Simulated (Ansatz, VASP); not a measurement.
**Two plane-wave programs on B8HN8**

```xyz
17
Lattice="2.5122 4.3512 0.0000 2.5122 -4.3512 0.0000 0.0000 0.0000 -8.3432" Properties=species:S:1:pos:R:3 pbc="T T T"
B     1.2563   -0.7253   -5.9603
B     2.5122   -2.9006   -5.9603
B     2.5122    1.4504   -5.9546
B     3.7681   -0.7253   -5.9603
B     2.5122   -1.4504   -2.3886
B     1.2563    0.7253   -2.3829
B     3.7681    0.7253   -2.3829
B     2.5122    2.9006   -2.3829
N     1.2565   -0.7255   -2.3888
N     2.5122   -2.9003   -2.3888
N     2.5122    1.4504   -2.3765
N     3.7678   -0.7255   -2.3888
N     2.5122   -1.4504   -5.9667
N     1.2565    0.7255   -5.9544
N     3.7678    0.7255   -5.9544
N     2.5122    2.9003   -5.9544
H     0.0000    0.0000    0.0000
```

Alike in both runs: functional PBE; k mesh 5 × 5 × 3; occupations gaussian, width 0.01 eV; collinear spin.

Ansatz relaxed the structure, and its values are those at the end. VASP's run is a single point on that final structure, the one shown.

```csv
,VASP,Ansatz
version,VASP 6.6.1,Ansatz 0.2.0
potentials or method,"VASP PAW PBE potentials, release 64 (B, N, H), cutoff 520 eV","scalar-relativistic, plane waves, PAW"
valence electrons in the cell,65,65
```

Ansatz gave:

| Quantity | Value |
| --- | --- |
| gap on the k mesh at the Fermi level (eV) | 2.75 |
| least direct gap on the mesh (eV) | 3.30 |
| rms of the force components (eV/Å) | 0.005 |
| net moment per atom (μB) | 0.06 |
| size of the moment on the site where the two differ most (μB) | 0.82 |

Task: Estimate VASP's values.

Result: gap on the k mesh at the Fermi level (eV): 2.75; least direct gap on the mesh (eV): 3.30; rms of the force components (eV/Å): 0.005; net moment per atom (μB): 0.06; size of the moment on the site where the two differ most (μB): 0.38.

Site moments also hang on the region over which each program counts them.
